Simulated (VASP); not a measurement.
The system is NaCl.

```
Na Cl
1.0
     3.45955    0.00000    0.00000
     0.00000    3.45955    0.00000
     0.00000    0.00000    3.45955
Na Cl
1 1
Direct
  0.00000 0.00000 0.00000
  0.50000 0.50000 0.50000
```

Base run:

* Program: VASP 6.6.1
* Functional: r2SCAN
* Potentials or basis: VASP PAW PBE potentials, release 64 (Na_pv, Cl)
* Cutoff: 520 eV
* k mesh: 6 × 6 × 6
* Occupations: gaussian, width 0.01 eV
* Spin: no spin polarisation

Its results: band gap on the k mesh 4.95 eV, indirect (least direct gap 5.49 eV); pressure -0.3 GPa.

Problem. The run is repeated on the same cell with these changes: functional from r2SCAN to PBE-based screened hybrid; k mesh from 6 × 6 × 6 to 4 × 4 × 4. What comes out?

Solution. Band gap on the k mesh 5.69 eV, indirect (least direct gap 6.27 eV); pressure 0.5 GPa.

Several settings changed at once, so the effect can't be laid on one alone.

Caveats: some runs use coarse meshes; the PAW data sets were made with another functional, which shifts forces and pressure a little.

A k mesh can miss the band edges.
